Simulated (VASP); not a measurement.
Write the native input for VASP 6.6.1 that does the following.

* Task: single point
* Functional: PBE
* Potentials or basis: VASP PAW PBE potentials, release 64 (Cs_sv, Pb_d, Br)
* Cutoff: 520 eV
* k mesh: 4 × 4 × 4
* Occupations: fermi-dirac, width 0.02 eV
* Spin: no spin polarisation
* Dipole correction: no
* Further INCAR settings: ALGO = Normal; EDIFF = 1e-06; NBANDS = 30

The structure of CsPbBr3 lies in POSCAR:

```
CsPbBr3
1.0
    6.0023911113      0.0000000000      0.0000000000
    0.0000000000      5.9429614964      0.0000000000
    0.0000000000      0.0000000000      5.9429614964
Cs Pb Br
1 1 3
Direct
    0.0000000000      0.0000000000      0.0000000000
    0.5000000000      0.5000000000      0.5000000000
    0.5000000000      0.5000000000      0.0000000000
    0.5000000000      0.0000000000      0.5000000000
    0.0000000000      0.5000000000      0.5000000000
```

This cell differs from its parent crystal: uniaxial x strain +1.0%.

The input as run:

INCAR

```
SYSTEM = CsPbBr3
PREC = Accurate
ENCUT = 520
EDIFF = 1E-6
ISMEAR = -1
SIGMA = 0.02
LREAL = .False.
LASPH = .True.
NELM = 60
ALGO = Normal
ISIF = 2
LWAVE = .False.
LCHARG = .False.
GGA = PE
NBANDS = 30
```

KPOINTS

```
regular mesh
0
Gamma
  4 4 4
  0 0 0
```

Potentials or basis: VASP PAW PBE potentials, release 64 (Cs_sv, Pb_d, Br).

Command:

```bash
$ cat potpaw_PBE.64/Cs_sv/POTCAR potpaw_PBE.64/Pb_d/POTCAR potpaw_PBE.64/Br/POTCAR > POTCAR
$ mpirun -np 1 vasp_std > vasp.out
```

It gave:

```
Pressure               : 0.5 GPa
Band gap on the k mesh : 1.67 eV, direct
```

Caveat: the cell differs from its parent crystal (uniaxial x strain +1.0%); spin-orbit coupling is left out, which moves the levels of the heavy elements.

It took 99 s on 1 thread of Intel(R) Xeon(R) Platinum 8259CL CPU @ 2.50GHz (Skylake/Cascade Lake) (shared host), peak memory 0.38 GiB.
